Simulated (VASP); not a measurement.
A run of VASP 6.6.1 is set up as follows.

The input INCAR:

```
PREC     = Accurate       # precision mode
ENCUT    = 520            # plane-wave cutoff, eV
EDIFF    = 1E-6           # SCF threshold, eV
ISMEAR   = 0              # smearing method
SIGMA    = 0.1            # smearing width, eV
LREAL    = F              # projectors in reciprocal space
LASPH    = T              # aspherical terms in the spheres
NELM     = 80             # most SCF steps
ALGO     = Fast           # electronic algorithm
ISIF     = 2              # what is computed and relaxed
LWAVE    = F              # write WAVECAR
LCHARG   = F              # write CHGCAR
GGA      = PS             # functional
NBANDS   = 10             # bands
```

KPOINTS

```
Automatic mesh
0
Gamma
  12 12 12
```

POSCAR

```
K
1.0
   -2.5035168753      2.5035168753      2.5035168753
    2.5035168753     -2.5035168753      2.5035168753
    2.5035168753      2.5035168753     -2.5035168753
K
1
Direct
    0.0000000000      0.0000000000      0.0000000000
```

Potentials or basis: VASP PAW PBE potentials, release 64 (K_sv).

Launch:

```bash
$ cat potpaw_PBE.64/K_sv/POTCAR > POTCAR
$ mpirun -np 1 vasp_std > vasp.out
```

Q: What does it give for the pressure?

A: 0.6 GPa.

Caveat: the PAW data sets were made with another functional, which shifts forces and pressure a little.
